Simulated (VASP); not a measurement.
The system is CoO.

```
CELL_PARAMETERS angstrom
0.00000 2.13150 2.13150
2.13150 0.00000 2.13150
2.13150 2.13150 0.00000
ATOMIC_POSITIONS crystal
Co 0.00000 0.00000 0.00000
O 0.50000 0.50000 0.50000
```

Program: VASP 6.6.1. Alike in all runs: task single point; level PBE; potentials or basis VASP PAW PBE potentials, release 64 (Co_sv, O); spin collinear, ferromagnetic start; cell as given; k mesh 9 × 9 × 9; cutoff (eV) 700; smearing fermi-dirac 0.05 eV.

**Question.** Order these runs on this cell by their pressure, lowest first.
A. fixed moment (μB) 1.0
B. fixed moment (μB) 2.0
C. fixed moment (μB) 1.5

**Answer.** A (-16.3 GPa), C (-13.5 GPa), B (-10.5 GPa).

Caveats: the cell stands under tension; the total moment is fixed, so each spin has its own Fermi level and the state may be an excited one; a cell with one magnetic atom can't hold antiferromagnetic order, which such compounds often take.
